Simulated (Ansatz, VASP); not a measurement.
## One calculation of TaAs, two programs

The input INCAR:

```
ALGO = Normal
EDIFF = 1E-7
ENCUT = 520
ISIF = 2
ISMEAR = -1
LASPH = T
LCHARG = F
LREAL = F
LWAVE = F
NBANDS = 24
NELM = 100
PREC = Accurate
SIGMA = 0.05
```

File KPOINTS:

```
k-points
0
Gamma
  11 11 11
```

The input POSCAR:

```
TaAs
1.0
   -1.6866644514      1.6866644514      5.7481540155
    1.6866644514     -1.6866644514      5.7481540155
    1.6866644514      1.6866644514     -5.7481540155
Ta As
2 2
Direct
    0.4999673000      0.4999673000      0.0000000000
    0.2499673000      0.7499673000      0.5000000000
    0.0826321200      0.0826321200      0.0000000000
    0.8326321200      0.3326321200      0.5000000000
```

input.yaml

```yaml
crystal:
  lattice:
    - [-1.6866644514, 1.6866644514, 5.7481540155]
    - [1.6866644514, -1.6866644514, 5.7481540155]
    - [1.6866644514, 1.6866644514, -5.7481540155]
  atoms:
    - { symbol: Ta, position: [0.4999673, 0.4999673, 0.0] }
    - { symbol: Ta, position: [0.2499673, 0.7499673, 0.5] }
    - { symbol: As, position: [0.08263212, 0.08263212, 0.0] }
    - { symbol: As, position: [0.83263212, 0.33263212, 0.5] }
kpoints:
  mp_grid: { grid: [11, 11, 11] }
scf:
  occupations: { method: fermi_dirac, width: 0.05 }
hamiltonian:
  xc: lda
  pseudopotentials: { kind: all_electron, lapw: { basis_error: 0.002 } }
output:
  forces: true
  stress: true
  eigenvalues: true
```

Change from the starting cell: volume scaled by 0.94.

Alike in both runs: task single point; functional LDA; k mesh 11 × 11 × 11; occupations fermi-dirac, width 0.05 eV; no spin polarisation.

|  | VASP | Ansatz |
| --- | --- | --- |
| version | VASP 6.6.1 | Ansatz 0.2.0 |
| potentials or method | VASP PAW LDA potentials, release 64 (Ta_pv, As), cutoff 520 eV | all-electron LAPW, scalar-relativistic |

VASP gave:

```
gap on the k mesh at the Fermi level (eV)                     : none
pressure (GPa)                                                : 5.7
traceless stress, the component that is largest in VASP (GPa) : -1.35
rms of the force components (eV/Å)                            : 0.032
```

**Question.** What did Ansatz give for the same quantities?

**Answer.** gap on the k mesh at the Fermi level (eV): none; pressure (GPa): 4.4; traceless stress, the component that is largest in VASP (GPa): -1.21; rms of the force components (eV/Å): 0.029.

LDA's correlation is that of Perdew and Zunger in VASP and of Perdew and Wang (1992) in Ansatz. Atom by atom the forces differ by 0.003 eV/Å (rms over components). A gap of «none» marks a metal or a gap that the smearing closes. Ansatz ran all-electron here, and VASP with PAW potentials.

Neither program's run includes spin-orbit coupling.
